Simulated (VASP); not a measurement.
# As (P6/mmm) in VASP: a series of runs

Aim: see how the results for As move with the level of theory and the settings. Levels: PBE, HSE06, PBE0. Tasks: single point.

Everything below comes from runs of VASP 6.6.1. Logs are shortened: lines on timing, memory, paths and dates and some standing lists are left out, and cuts for length are marked.

**1. The cell of the first run**

The structure is hexagonal, space group P6/mmm (No. 191). The conventional cell has a = 4.566 Å, b = 4.566 Å, c = 2.890 Å, α = 90.00°, β = 90.00°, γ = 120.00°. Within 3.5 Å of As (site symmetry -6m2) lie 5 As at 2.64 to 2.89 Å.

This isn't the form of As at room conditions, which is rhombohedral.

**2. Single point, PBE**

The input, INCAR:

```
PREC = Accurate
ENCUT = 520
EDIFF = 1E-7
ISMEAR = -1
SIGMA = 0.05
LREAL = False
LASPH = True
NELM = 60
ALGO = Normal
ISIF = 2
LWAVE = False
LCHARG = False
GGA = PE
NBANDS = 12
```

The input, KPOINTS:

```
Automatic mesh
0
Gamma
  6 6 8
```

The input, POSCAR:

```
As
1.0
    4.5664000000      0.0000000000      0.0000000000
   -2.2832000000      3.9546200000      0.0000000000
    0.0000000000      0.0000000000      2.8904148000
As
2
Direct
    0.3333300000      0.6666700000      0.0000000000
    0.6666700000      0.3333300000      0.0000000000
```

Potentials or basis: VASP PAW PBE potentials, release 64 (As).

Command:

```
$ cat potpaw_PBE.64/As/POTCAR > POTCAR
$ mpirun -np 1 vasp_std > vasp.out
```

OUTCAR:

```text
PREC = Accurate
   ENCUT = 520
   EDIFF = 1E-7
   ISMEAR = -1
   LREAL = False
   LASPH = True
   NELM = 60
   ISIF = 2
   GGA = PE

 ion  position               nearest neighbor table
   1  0.333  0.667  0.000-   2 2.64   2 2.64   2 2.64
   2  0.667  0.333  0.000-   1 2.64   1 2.64   1 2.64

  LATTYP: Found a hexagonal cell.
 ALAT       =     4.5664000000
 C/A-ratio  =     0.6329745095

  Lattice vectors:

 A1 = (   4.5664000000,   0.0000000000,   0.0000000000)
 A2 = (  -2.2832000000,   3.9546200000,   0.0000000000)
 A3 = (   0.0000000000,   0.0000000000,   2.8904148000)

Analysis of symmetry for initial positions (statically):
=====================================================================
 Subroutine PRICEL returns:
 Original cell was already a primitive cell.

 Routine SETGRP: Setting up the symmetry group for a
 hexagonal supercell.

 Subroutine GETGRP returns: Found  8 space group operations
 (whereof  8 operations were pure point group operations)
 out of a pool of 24 trial point group operations.

The static configuration has the point symmetry D_2h.

Analysis of symmetry for dynamics (positions and initial velocities):
=====================================================================
 Subroutine PRICEL returns:
 Original cell was already a primitive cell.

 Routine SETGRP: Setting up the symmetry group for a
 hexagonal supercell.

 Subroutine GETGRP returns: Found  8 space group operations
 (whereof  8 operations were pure point group operations)
 out of a pool of 24 trial point group operations.

The dynamic configuration has the point symmetry D_2h.

 Subroutine INISYM returns: Found  8 space group operations
 (whereof  8 operations are pure point group operations),
 and found     1 'primitive' translations

----------------------------------------------------------------------------------------

                                     Primitive cell

  volume of cell :      52.1962

  direct lattice vectors                    reciprocal lattice vectors
     4.566400000  0.000000000  0.000000000     0.218990890  0.126434398  0.000000000
    -2.283200000  3.954620000  0.000000000     0.000000000  0.252868796  0.000000000
     0.000000000  0.000000000  2.890414800     0.000000000  0.000000000  0.345971104

  length of vectors
     4.566400000  4.566401382  2.890414800     0.252868873  0.252868796  0.345971104

  position of ions in fractional coordinates (direct lattice)
     0.333330000  0.666670000  0.000000000
     0.666670000  0.333330000  0.000000000

  ion indices of the primitive-cell ions
   primitive index   ion index
                 1           1
                 2           2

----------------------------------------------------------------------------------------

 KPOINTS: Automatic mesh

Automatic generation of k-mesh.
 Grid dimensions read from file:
 generate k-points for:    6    6    8

 Generating k-lattice:

  Cartesian coordinates                     Fractional coordinates (reciprocal lattice)
     0.036498482  0.021072400  0.000000000     0.166666667  0.000000000  0.000000000
     0.000000000  0.042144799  0.000000000     0.000000000  0.166666667  0.000000000
     0.000000000  0.000000000  0.043246388     0.000000000  0.000000000  0.125000000

  Length of vectors
     0.042144812  0.042144799  0.043246388

  Shift w.r.t. Gamma in fractional coordinates (k-lattice)
     0.000000000  0.000000000  0.000000000

 Subroutine IBZKPT returns following result:
 ===========================================

 Found     65 irreducible k-points:

 Following reciprocal coordinates:
            Coordinates               Weight
  0.000000  0.000000  0.000000      1.000000
  0.166667  0.000000  0.000000      4.000000
 -0.166667  0.166667  0.000000      2.000000
  0.333333 -0.000000  0.000000      4.000000
 -0.333333  0.333333  0.000000      2.000000
  0.500000 -0.000000  0.000000      2.000000
[... 16 lines left out ...]
  0.333333  0.166667  0.125000      8.000000
 -0.166667  0.500000  0.125000      8.000000
 [... further k-points ...]
   k-points           NKPTS =     65   k-points in BZ     NKDIM =     65   number of bands    NBANDS=     12
   number of dos      NEDOS =    301   number of ions     NIONS =      2
   total plane-waves  NPLWV =  31104
   dimension x,y,z NGX =    36 NGY =   36 NGZ =   24
   dimension x,y,z NGXF=    72 NGYF=   72 NGZF=   48
   ions per type =               2
   NGX,Y,Z   is equivalent  to a cutoff of  13.11, 13.11, 13.80 a.u.
   NGXF,Y,Z  is equivalent  to a cutoff of  26.21, 26.21, 27.61 a.u.
 SYSTEM =  unknown system
   PREC   = accura    normal or accurate (medium, high low for compatibility)
   ISTART =      0    job   : 0-new  1-cont  2-samecut
   ICHARG =      2    charge: 1-file 2-atom 10-const
   ISPIN  =      1    spin polarized calculation?
   LNONCOLLINEAR =      F non collinear calculations
   LSORBIT =      F    spin-orbit coupling
   LASPH  =      T    aspherical Exc in radial PAW
   ENCUT  =  520.0 eV  38.22 Ry    6.18 a.u.   8.49  8.49  5.37*2*pi/ulx,y,z
   NELM   =     60;   NELMIN=  2; NELMDL= -5     # of ELM steps
   EDIFF  = 0.1E-06   stopping-criterion for ELM
   LREAL  =      F    real-space projection
   EDIFFG = 0.1E-05   stopping-criterion for IOM
   NSW    =      0    number of steps for IOM
   IBRION =     -1    ionic relax: 0-MD 1-quasi-New 2-CG
   NFREE  =      0    steps in history (QN), initial steepest desc. (CG)
   ISIF   =      2    stress and relaxation
   ISYM   =      2    0-nonsym 1-usesym 2-fastsym
   POTIM  = 0.5000    time-step for ionic-motion
   TEBEG  =    0.0;   TEEND  =   0.0 temperature during run
   PSTRESS=    0.0 pullay stress
   NELECT =      10.0000    total number of electrons
   NUPDOWN=      -1.0000    fix difference up-down
   EMIN   =  10.00;   EMAX   =-10.00  energy-range for DOS
   EFERMI =   0.00;   METHOD = LEGACY
   ISMEAR =    -1;   SIGMA  =   0.05  broadening in eV -4-tet -1-fermi 0-gaus
   EFERMI_NEDOS =   21; number of points for ismear=-14 and -15
   IALGO  =     38    algorithm
   IMIX   =      4    mixing-type and parameters
     AMIX     =   0.40;   BMIX     =  1.00
     AMIX_MAG =   1.60;   BMIX_MAG =  1.00
  volume/ion in A,a.u.               =      26.10       176.12
  Fermi-wavevector in a.u.,A,eV,Ry     =   0.943761  1.783449 12.118494  0.890684
  Thomas-Fermi vector in A             =   2.071499
   LORBIT       =      0    0 simple, 1 ext, 2 COOP (PROOUT), +10 PAW based schemes
   GGA     = PE    functional components
   LHFCALC =     F    Hartree Fock is set to
   AEXX    =    0.0000 exact exchange contribution
   IVDW    =     0    specifies the selected vdW correction
   LEPSILON=     F    determine dielectric tensor
   LRPA    =     F    only Hartree local field effects (RPA)
 non-spin polarized calculation
  energy-cutoff  :      520.00
  volume of cell :       52.20
 maximum number of plane-waves:      1438
 NGX is ok and might be reduce to    36
   NGX = 17   NGY = 17   NGZ = 11

 number of electron      10.0000000 magnetization

 number of electron       9.9999999 magnetization

 Free energy of the ion-electron system (eV)
  ---------------------------------------------------
  ext. energy  EPLUGINS =         0.00000000
  ---------------------------------------------------
  free energy    TOTEN  =        -8.91520087 eV

  energy without entropy =       -8.90368415  energy(sigma->0) =       -8.90944251

 E-fermi :   3.7708     XC(G=0):  -8.9346

 val. band max:        3.7283153062   @ k =   0.5000   0.5000   0.2500
 cond. band min:       3.8190290505   @ k =   0.3333   0.1667   0.2500
 fundamental gap:      0.0907137443
 Fermi energy:         3.7707523682

 k-point     1 :       0.0000    0.0000    0.0000
  band No.  band energies     occupation
      1     -10.3686      2.00000
      2      -4.7479      2.00000
      3      -0.4329      2.00000
      4      -0.4325      2.00000
      5       3.8672      0.25367
      6       3.8677      0.25171
      7       6.4633      0.00000
      8       8.4160      0.00000
      9      10.3671      0.00000
     10      11.6697      0.00000
     11      17.9598      0.00000
     12      17.9601      0.00000

 k-point     2 :       0.1667    0.0000    0.0000
  band No.  band energies     occupation
      1     -10.1702      2.00000
      2      -5.5009      2.00000
      3      -0.7071      2.00000
      4       0.1644      2.00000
      5       3.8478      0.35265
      6       4.5773      0.00000
      7       6.6323      0.00000
      8       9.4915      0.00000
      9      10.0161      0.00000
     10      11.8417      0.00000
     11      15.6142      0.00000
     12      16.3198      0.00000

 k-point     3 :      -0.1667    0.1667    0.0000
  band No.  band energies     occupation
      1     -10.1703      2.00000
      2      -5.5008      2.00000
      3      -0.7073      2.00000
      4       0.1645      2.00000
      5       3.8476      0.35407
      6       4.5776      0.00000
      7       6.6323      0.00000
      8       9.4915      0.00000
      9      10.0161      0.00000
     10      11.8417      0.00000
     11      15.6143      0.00000
     12      16.3198      0.00000
[... 286 lines left out ...]
 k-point    23 :       0.3333    0.1667    0.1250
  band No.  band energies     occupation
      1      -8.9071      2.00000
      2      -7.3604      2.00000
      3      -1.5438      2.00000
      4       1.9543      2.00000
      5       4.8151      0.00000
      6       5.4786      0.00000
      7       6.7482      0.00000
      8       8.1662      0.00000
      9       9.2646      0.00000
     10      13.6875      0.00000
     11      14.0966      0.00000
     12      15.2829      0.00000

 k-point    24 :      -0.1667    0.5000    0.1250
  band No.  band energies     occupation
      1      -8.9071      2.00000
      2      -7.3604      2.00000
      3      -1.5438      2.00000
      4       1.9544      2.00000
      5       4.8149      0.00000
      6       5.4785      0.00000
      7       6.7482      0.00000
      8       8.1663      0.00000
      9       9.2647      0.00000
     10      13.6874      0.00000
     11      14.0965      0.00000
     12      15.2829      0.00000

 [... further k-points ...]

------------------------ aborting loop because EDIFF is reached ----------------------------------------

  FORCE on cell =-STRESS in cart. coord.  units (eV):
  Direction    XX          YY          ZZ          XY          YZ          ZX
  --------------------------------------------------------------------------------------
  -------------------------------------------------------------------------------------
  Total        0.3925581      0.3925554     -1.5148678     -0.0000026      0.0000000      0.0000000
  in kB       12.0496822     12.0496008    -46.4993011     -0.0000789      0.0000000      0.0000000
  external PRESSURE =      -7.4666727 kB  Pullay stress =       0.0000000 kB

 VOLUME and BASIS-vectors are now :
 -----------------------------------------------------------------------------
  energy-cutoff  :      520.00
  volume of cell :       52.20
      direct lattice vectors                 reciprocal lattice vectors
     4.566400000  0.000000000  0.000000000     0.218990890  0.126434398  0.000000000
    -2.283200000  3.954620000  0.000000000     0.000000000  0.252868796  0.000000000
     0.000000000  0.000000000  2.890414800     0.000000000  0.000000000  0.345971104

 POSITION                                       TOTAL-FORCE (eV/Angst)
 -----------------------------------------------------------------------------------
     -0.00002      2.63643      0.00000         0.000083     -0.000048      0.000000
      2.28322      1.31819      0.00000        -0.000083      0.000048      0.000000
 -----------------------------------------------------------------------------------
    total drift:                                0.000000      0.000000      0.000000

  FREE ENERGIE OF THE ION-ELECTRON SYSTEM (eV)
  ---------------------------------------------------
  free  energy   TOTEN  =        -8.9152008690 eV

  energy  without entropy=       -8.9036841484  energy(sigma->0) =       -8.90944251
```

It used 100 s of CPU time on 1 thread of AMD EPYC 7R13 Processor (Zen 3), with other jobs on the host.

What came out:

```
Free energy            : -8.9152 eV
Pressure               : -0.7 GPa
Band gap on the k mesh : zero (bands 5 and 6 overlap by 4.01 eV)
```

Levels at points of the mesh, in eV from the Fermi level:
| k point | band 3 | band 4 | band 5 | band 6 | band 7 | band 8 |
| --- | --- | --- | --- | --- | --- | --- |
| (0.00, 0.00, 0.00) | -4.20 | -4.20 | 0.10 | 0.10 | 2.69 | 4.65 |
| (0.50, 0.00, 0.00) | -5.08 | -3.11 | 2.35 | 3.57 | 3.72 | 4.91 |
| (0.50, 0.50, 0.00) | -5.08 | -3.11 | 2.35 | 3.57 | 3.72 | 4.91 |
| (0.00, 0.00, 0.50) | -6.00 | -2.42 | -2.42 | -1.46 | 2.21 | 2.21 |
| (0.50, 0.00, 0.50) | -4.88 | -3.57 | -3.21 | -0.79 | 4.28 | 4.54 |
| (0.50, 0.50, 0.50) | -4.88 | -3.57 | -3.21 | -0.79 | 4.28 | 4.54 |

(Part 1 of 2 ends here.)
